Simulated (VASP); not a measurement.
# KF (I-4m2) in VASP: notebook

The runs below take KF through single point, with PBE, r2SCAN.

Everything below comes from runs of VASP 6.6.1. Logs are shortened: lines on timing, memory, paths and dates and some standing lists are left out, and cuts for length are marked.

## (1) The cell of the first run

Symmetry: I-4m2, No. 119, tetragonal system. The conventional cell has a = 4.088 Å, b = 4.088 Å, c = 6.038 Å, α = 90.00°, β = 90.00°, γ = 90.00°. Within 3.4 Å of K (site symmetry -4m2) lie 4 F at 2.54 Å. Within 3.4 Å of F (site symmetry -4m2) lie 4 K at 2.54 Å.

## (2) Single point, PBE (epitaxial xy strain -1.5%)

Input file INCAR:

```
SYSTEM = KF
PREC = Accurate
ENCUT = 520
EDIFF = 1E-6
ISMEAR = -1
SIGMA = 0.02
LREAL = .FALSE.
LASPH = .TRUE.
NELM = 100
ALGO = Normal
ISIF = 2
LWAVE = .FALSE.
LCHARG = .FALSE.
GGA = PE
NBANDS = 15
```

Input file KPOINTS:

```
Automatic mesh
0
G
  8 8 8
  0 0 0
```

Input file POSCAR:

```
KF
1.0
    0.0000000000      2.8904895941      3.0189607826
    2.8904895941      0.0000000000      3.0189607826
    2.8904895941      2.8904895941      0.0000000000
K F
1 1
Direct
    0.0000000000      0.0000000000      0.0000000000
    0.2500000000      0.2500000000      0.2500000000
```

Potentials or basis: VASP PAW PBE potentials, release 64 (K_sv, F).

Command:

```console
> cat potpaw_PBE.64/K_sv/POTCAR potpaw_PBE.64/F/POTCAR > POTCAR
> mpirun -np 1 vasp_std > vasp.out
```

OUTCAR:

```text
SYSTEM = KF
   PREC = Accurate
   ENCUT = 520
   EDIFF = 1E-6
   ISMEAR = -1
   LREAL = .FALSE.
   LASPH = .TRUE.
   NELM = 100
   ISIF = 2
   GGA = PE

 ion  position               nearest neighbor table
   1  0.000  0.000  0.000-   2 2.54   2 2.54   2 2.54   2 2.54
   2  0.250  0.250  0.250-   1 2.54   1 2.54   1 2.54   1 2.54

  LATTYP: Found a body centered tetragonal cell.
 ALAT       =     4.0877695859
 C/A-ratio  =     1.4770699371

  Lattice vectors:

 A1 = (  -2.8904895941,   0.0000000000,   3.0189607826)
 A2 = (   2.8904895941,   0.0000000000,   3.0189607826)
 A3 = (   0.0000000000,   2.8904895941,  -3.0189607826)

Analysis of symmetry for initial positions (statically):
=====================================================================
 Subroutine PRICEL returns:
 Original cell was already a primitive cell.

 Routine SETGRP: Setting up the symmetry group for a
 body centered tetragonal supercell.

 Subroutine GETGRP returns: Found  8 space group operations
 (whereof  8 operations were pure point group operations)
 out of a pool of 16 trial point group operations.

The static configuration has the point symmetry D_2d.

Analysis of symmetry for dynamics (positions and initial velocities):
=====================================================================
 Subroutine PRICEL returns:
 Original cell was already a primitive cell.

 Routine SETGRP: Setting up the symmetry group for a
 body centered tetragonal supercell.

 Subroutine GETGRP returns: Found  8 space group operations
 (whereof  8 operations were pure point group operations)
 out of a pool of 16 trial point group operations.

The dynamic configuration has the point symmetry D_2d.

 Subroutine INISYM returns: Found  8 space group operations
 (whereof  8 operations are pure point group operations),
 and found     1 'primitive' translations

----------------------------------------------------------------------------------------

                                     Primitive cell

  volume of cell :      50.4464

  direct lattice vectors                    reciprocal lattice vectors
     0.000000000  2.890489594  3.018960783    -0.172981076  0.172981076  0.165619906
     2.890489594  0.000000000  3.018960783     0.172981076 -0.172981076  0.165619906
     2.890489594  2.890489594  0.000000000     0.172981076  0.172981076 -0.165619906

  length of vectors
     4.179599778  4.179599778  4.087769586     0.295423185  0.295423185  0.295423185

  position of ions in fractional coordinates (direct lattice)
     0.000000000  0.000000000  0.000000000
     0.250000000  0.250000000  0.250000000

  ion indices of the primitive-cell ions
   primitive index   ion index
                 1           1
                 2           2

----------------------------------------------------------------------------------------

 KPOINTS: Automatic mesh

Automatic generation of k-mesh.
 Grid dimensions read from file:
 generate k-points for:    8    8    8

 Generating k-lattice:

  Cartesian coordinates                     Fractional coordinates (reciprocal lattice)
    -0.021622634  0.021622634  0.020702488     0.125000000  0.000000000  0.000000000
     0.021622634 -0.021622634  0.020702488     0.000000000  0.125000000  0.000000000
     0.021622634  0.021622634 -0.020702488     0.000000000  0.000000000  0.125000000

  Length of vectors
     0.036927898  0.036927898  0.036927898

  Shift w.r.t. Gamma in fractional coordinates (k-lattice)
     0.000000000  0.000000000  0.000000000

 Subroutine IBZKPT returns following result:
 ===========================================

 Found     59 irreducible k-points:

 Following reciprocal coordinates:
            Coordinates               Weight
  0.000000  0.000000  0.000000      1.000000
  0.125000  0.000000  0.000000      8.000000
  0.250000  0.000000  0.000000      8.000000
  0.375000 -0.000000  0.000000      8.000000
  0.500000  0.000000  0.000000      4.000000
  0.125000  0.125000  0.000000      2.000000
[... 16 lines left out ...]
  0.250000  0.000000  0.125000     16.000000
  0.375000 -0.000000  0.125000     16.000000
 [... further k-points ...]
   k-points           NKPTS =     59   k-points in BZ     NKDIM =     59   number of bands    NBANDS=     15
   number of dos      NEDOS =    301   number of ions     NIONS =      2
   total plane-waves  NPLWV =  30720
   dimension x,y,z NGX =    32 NGY =   32 NGZ =   30
   dimension x,y,z NGXF=    64 NGYF=   64 NGZF=   60
   ions per type =               1   1
   NGX,Y,Z   is equivalent  to a cutoff of  12.73, 12.73, 12.20 a.u.
   NGXF,Y,Z  is equivalent  to a cutoff of  25.46, 25.46, 24.40 a.u.
 SYSTEM =  KF
   PREC   = accura    normal or accurate (medium, high low for compatibility)
   ISTART =      0    job   : 0-new  1-cont  2-samecut
   ICHARG =      2    charge: 1-file 2-atom 10-const
   ISPIN  =      1    spin polarized calculation?
   LNONCOLLINEAR =      F non collinear calculations
   LSORBIT =      F    spin-orbit coupling
   LASPH  =      T    aspherical Exc in radial PAW
   ENCUT  =  520.0 eV  38.22 Ry    6.18 a.u.   7.77  7.77  7.60*2*pi/ulx,y,z
   NELM   =    100;   NELMIN=  2; NELMDL= -5     # of ELM steps
   EDIFF  = 0.1E-05   stopping-criterion for ELM
   LREAL  =      F    real-space projection
   EDIFFG = 0.1E-04   stopping-criterion for IOM
   NSW    =      0    number of steps for IOM
   IBRION =     -1    ionic relax: 0-MD 1-quasi-New 2-CG
   NFREE  =      0    steps in history (QN), initial steepest desc. (CG)
   ISIF   =      2    stress and relaxation
   ISYM   =      2    0-nonsym 1-usesym 2-fastsym
   POTIM  = 0.5000    time-step for ionic-motion
   TEBEG  =    0.0;   TEEND  =   0.0 temperature during run
   PSTRESS=    0.0 pullay stress
   NELECT =      16.0000    total number of electrons
   NUPDOWN=      -1.0000    fix difference up-down
   EMIN   =  10.00;   EMAX   =-10.00  energy-range for DOS
   EFERMI =   0.00;   METHOD = LEGACY
   ISMEAR =    -1;   SIGMA  =   0.02  broadening in eV -4-tet -1-fermi 0-gaus
   EFERMI_NEDOS =   21; number of points for ismear=-14 and -15
   IALGO  =     38    algorithm
   IMIX   =      4    mixing-type and parameters
     AMIX     =   0.40;   BMIX     =  1.00
     AMIX_MAG =   1.60;   BMIX_MAG =  1.00
  volume/ion in A,a.u.               =      25.22       170.21
  Fermi-wavevector in a.u.,A,eV,Ry     =   1.116447  2.109779 16.959031  1.246454
  Thomas-Fermi vector in A             =   2.253061
   LORBIT       =      0    0 simple, 1 ext, 2 COOP (PROOUT), +10 PAW based schemes
   GGA     = PE    functional components
   LHFCALC =     F    Hartree Fock is set to
   AEXX    =    0.0000 exact exchange contribution
   IVDW    =     0    specifies the selected vdW correction
   LEPSILON=     F    determine dielectric tensor
   LRPA    =     F    only Hartree local field effects (RPA)
 non-spin polarized calculation
  energy-cutoff  :      520.00
  volume of cell :       50.45
 maximum number of plane-waves:      1379
   NGX = 15   NGY = 15   NGZ = 15

 number of electron      16.0000001 magnetization

 Free energy of the ion-electron system (eV)
  ---------------------------------------------------
  ext. energy  EPLUGINS =         0.00000000
  ---------------------------------------------------
  free energy    TOTEN  =        -8.12011253 eV

  energy without entropy =       -8.12011253  energy(sigma->0) =       -8.12011253

 E-fermi :  -3.1740     XC(G=0):  -7.0285

 val. band max:       -3.6381793450   @ k =   0.5000   0.5000   0.0000
 cond. band min:       1.5200601669   @ k =   0.0000   0.0000   0.0000
 fundamental gap:      5.1582395119
 Fermi energy:        -3.1740029568

 k-point     1 :       0.0000    0.0000    0.0000
  band No.  band energies     occupation
      1     -29.8307      2.00000
      2     -22.1741      2.00000
      3     -13.2360      2.00000
      4     -13.2360      2.00000
      5     -13.2312      2.00000
      6      -3.8566      2.00000
      7      -3.8513      2.00000
      8      -3.8513      2.00000
      9       1.5201      0.00000
     10       7.9331      0.00000
     11       8.0521      0.00000
     12       8.2942      0.00000
     13       8.3721      0.00000
     14       8.3721      0.00000
     15      13.0789      0.00000

 k-point     2 :       0.1250    0.0000    0.0000
  band No.  band energies     occupation
      1     -29.8246      2.00000
      2     -22.1858      2.00000
      3     -13.2526      2.00000
      4     -13.2421      2.00000
      5     -13.2391      2.00000
      6      -3.8844      2.00000
      7      -3.8399      2.00000
      8      -3.8361      2.00000
      9       1.8346      0.00000
     10       7.6193      0.00000
     11       7.9404      0.00000
     12       8.0070      0.00000
     13       8.4775      0.00000
     14       8.6843      0.00000
     15      12.1438      0.00000

 k-point     3 :       0.2500    0.0000    0.0000
  band No.  band energies     occupation
      1     -29.8098      2.00000
      2     -22.2145      2.00000
      3     -13.2941      2.00000
      4     -13.2579      2.00000
      5     -13.2566      2.00000
      6      -3.9238      2.00000
      7      -3.8102      2.00000
      8      -3.8004      2.00000
      9       2.6435      0.00000
     10       7.2181      0.00000
     11       7.4335      0.00000
     12       7.6130      0.00000
     13       8.8605      0.00000
     14       8.9703      0.00000
     15      10.9360      0.00000
[... 343 lines left out ...]
 k-point    23 :       0.2500    0.0000    0.1250
  band No.  band energies     occupation
      1     -29.8103      2.00000
      2     -22.2123      2.00000
      3     -13.2957      2.00000
      4     -13.2714      2.00000
      5     -13.2418      2.00000
      6      -3.9543      2.00000
      7      -3.8094      2.00000
      8      -3.7798      2.00000
      9       2.5986      0.00000
     10       6.7848      0.00000
     11       7.8218      0.00000
     12       8.0360      0.00000
     13       8.6905      0.00000
     14       8.8595      0.00000
     15      11.5159      0.00000

 k-point    24 :       0.3750   -0.0000    0.1250
  band No.  band energies     occupation
      1     -29.7954      2.00000
      2     -22.2408      2.00000
      3     -13.3504      2.00000
      4     -13.2912      2.00000
      5     -13.2429      2.00000
      6      -3.9507      2.00000
      7      -3.7818      2.00000
      8      -3.7538      2.00000
      9       3.5191      0.00000
     10       6.2514      0.00000
     11       7.3870      0.00000
     12       7.6679      0.00000
     13       9.1020      0.00000
     14       9.2562      0.00000
     15      10.6733      0.00000

 [... further k-points ...]

------------------------ aborting loop because EDIFF is reached ----------------------------------------

  FORCE on cell =-STRESS in cart. coord.  units (eV):
  Direction    XX          YY          ZZ          XY          YZ          ZX
  --------------------------------------------------------------------------------------
  -------------------------------------------------------------------------------------
  Total        0.3169283      0.3169283      0.2950873      0.0000000      0.0000000      0.0000000
  in kB       10.0656395     10.0656395      9.3719682      0.0000000      0.0000000      0.0000000
  external PRESSURE =       9.8344157 kB  Pullay stress =       0.0000000 kB

 VOLUME and BASIS-vectors are now :
 -----------------------------------------------------------------------------
  energy-cutoff  :      520.00
  volume of cell :       50.45
      direct lattice vectors                 reciprocal lattice vectors
     0.000000000  2.890489594  3.018960783    -0.172981076  0.172981076  0.165619906
     2.890489594  0.000000000  3.018960783     0.172981076 -0.172981076  0.165619906
     2.890489594  2.890489594  0.000000000     0.172981076  0.172981076 -0.165619906

 POSITION                                       TOTAL-FORCE (eV/Angst)
 -----------------------------------------------------------------------------------
      0.00000      0.00000      0.00000         0.000000      0.000000      0.000000
      1.44524      1.44524      1.50948        -0.000000     -0.000000     -0.000000
 -----------------------------------------------------------------------------------
    total drift:                                0.000003      0.000003      0.000000

  FREE ENERGIE OF THE ION-ELECTRON SYSTEM (eV)
  ---------------------------------------------------
  free  energy   TOTEN  =        -8.1201125280 eV

  energy  without entropy=       -8.1201125280  energy(sigma->0) =       -8.12011253
```

It took 22 s on 1 thread of Intel Xeon Platinum 8488C (Sapphire Rapids), shared host; peak memory 0.2 GiB.

Results:

- Free energy: -8.1201 eV
- Pressure: 1.0 GPa
- Band gap on the k mesh: 5.16 eV (least direct gap 5.37 eV)

Caveat: the cell differs from its parent crystal (epitaxial xy strain -1.5%); the structure was generated, so it needn't be the stable form of KF. A k mesh can miss the band edges.

## (3) Single point, r2SCAN (epitaxial xy strain -1.5%)

POSCAR is that of step 2.

Input file INCAR.step1:

```
SYSTEM = KF
PREC = Accurate
ENCUT = 520
ISMEAR = 0
SIGMA = 0.01
LREAL = .False.
LASPH = .True.
NELM = 60
NBANDS = 15
GGA = PE
ALGO = Normal
EDIFF = 1E-4
LWAVE = .True.
LCHARG = .False.
```

Input file INCAR.step2:

```
SYSTEM = KF
PREC = Accurate
ENCUT = 520
EDIFF = 1E-6
ISMEAR = 0
SIGMA = 0.01
LREAL = .False.
LASPH = .True.
NELM = 60
ALGO = Normal
ISIF = 2
LWAVE = .False.
LCHARG = .True.
METAGGA = R2SCAN
LMIXTAU = .True.
LELF = .True.
LVHAR = .True.
NBANDS = 15
ISTART = 1
```

Input file KPOINTS:

```
regular mesh
0
Gamma
  8 8 8
  0 0 0
```

Potentials or basis: VASP PAW PBE potentials, release 64 (K_sv, F).

Command:

```console
> cat potpaw_PBE.64/K_sv/POTCAR potpaw_PBE.64/F/POTCAR > POTCAR
> cp INCAR.step1 INCAR
> mpirun -np 1 vasp_std > vasp.out
> cp INCAR.step2 INCAR
> mpirun -np 1 vasp_std > vasp.out
```

Run time: 86 s. Hardware: 1 thread of Intel Xeon Platinum 8488C (Sapphire Rapids), shared host; peak memory 0.2 GiB.

Results (log left out):

* Free energy: -14.7057 eV
* Pressure: 0.1 GPa
* Band gap on the k mesh: 5.74 eV (least direct gap 5.95 eV)

Stress tensor (GPa, compression positive):
```
0.08 0.00 0.00
0.00 0.08 0.00
0.00 0.00 0.00
```

Levels at points of the mesh, in eV from the valence-band top:
```
           k point  band 5  band 6  band 7  band 8  band 9  band 10  band 11  band 12
(0.00, 0.00, 0.00)   -9.85   -0.21   -0.21   -0.21    5.74    12.45    12.54    12.83
(0.50, 0.00, 0.00)   -9.90   -0.26   -0.13   -0.11    8.56     9.87    11.59    11.81
(0.50, 0.50, 0.00)   -9.85   -0.45    0.00    0.00    8.75     8.85    13.08    13.83
(0.50, 0.00, 0.50)   -9.89   -0.44   -0.02   -0.01    8.87     8.97    13.40    13.78
```

Caveat: the cell differs from its parent crystal (epitaxial xy strain -1.5%); the structure was generated, so it needn't be the stable form of KF; the PAW data sets were made with another functional, which shifts forces and pressure a little.
